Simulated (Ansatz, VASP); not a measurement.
# GaSb: VASP beside Ansatz

File INCAR:

```
SYSTEM = GaSb
PREC = Accurate
ENCUT = 500
EDIFF = 1E-6
ISMEAR = -1
SIGMA = 0.02
LREAL = .FALSE.
LASPH = .TRUE.
NELM = 120
ALGO = Normal
ISIF = 2
LWAVE = .FALSE.
LCHARG = .TRUE.
GGA = PE
LELF = .TRUE.
LVHAR = .TRUE.
NBANDS = 21
GGA_COMPAT = .FALSE.
```

KPOINTS

```
regular mesh
0
G
  8 8 8
  0 0 0
```

File POSCAR:

```
GaSb
1.0
    0.0000000000      3.1271963739      3.0130566083
    3.1271963739      0.0000000000      3.0130566083
    3.1271963739      3.1271963739      0.0000000000
Ga Sb
1 1
Direct
    0.0000000000      0.0000000000      0.0000000000
    0.2500000000      0.2500000000      0.2500000000
```

Input for Ansatz:

```yaml
crystal:
  lattice:
    - [0.0, 3.1271963739, 3.0130566083]
    - [3.1271963739, 0.0, 3.0130566083]
    - [3.1271963739, 3.1271963739, 0.0]
  atoms:
    - { symbol: Ga, position: [0.0, 0.0, 0.0] }
    - { symbol: Sb, position: [0.25, 0.25, 0.25] }
kpoints:
  mp_grid: { grid: [8, 8, 8] }
  band_path:
    path:
      - [0.0, 0.0, 0.0]
      - [-0.5, -0.5, 0.0]
      - [-0.375, -0.375, 0.25]
      - [-0.375, 0.0, 0.375]
      - [0.0, 0.0, 0.5]
      - [-0.5, -0.25, 0.25]
      - [-0.014648, 0.0, -0.014648]
    npoints: 1
hamiltonian:
  xc: pbe
scf:
  occupations: { method: fermi_dirac, width: 0.02 }
  n_extra_bands: 4
output:
  forces: true
  stress: true
  eigenvalues: true
```

Change from the starting cell: epitaxial_xy strain +2.0%.

Alike in both runs: task single point; functional PBE; k mesh 8 × 8 × 8; occupations fermi-dirac, width 0.02 eV; no spin polarisation.

|  | VASP | Ansatz |
| --- | --- | --- |
| version | VASP 6.6.1 | Ansatz 0.2.0 |
| potentials or method | VASP PAW PBE potentials, release 64 (Ga_d, Sb_d_GW) | plane waves, PAW |
| plane-wave cutoff (eV) | 500 | 420 |
| valence electrons in the cell | 28 | 28 |

```tsv
	VASP	Ansatz	Ansatz less VASP
pressure (GPa)	0.8	0.8	0.00
traceless stress, the component that is largest in VASP (GPa)	0.95	0.95	+0.001
```

The functional is the same, so the differences come from potentials, cutoffs and numerics.

Spin-orbit coupling is off throughout.
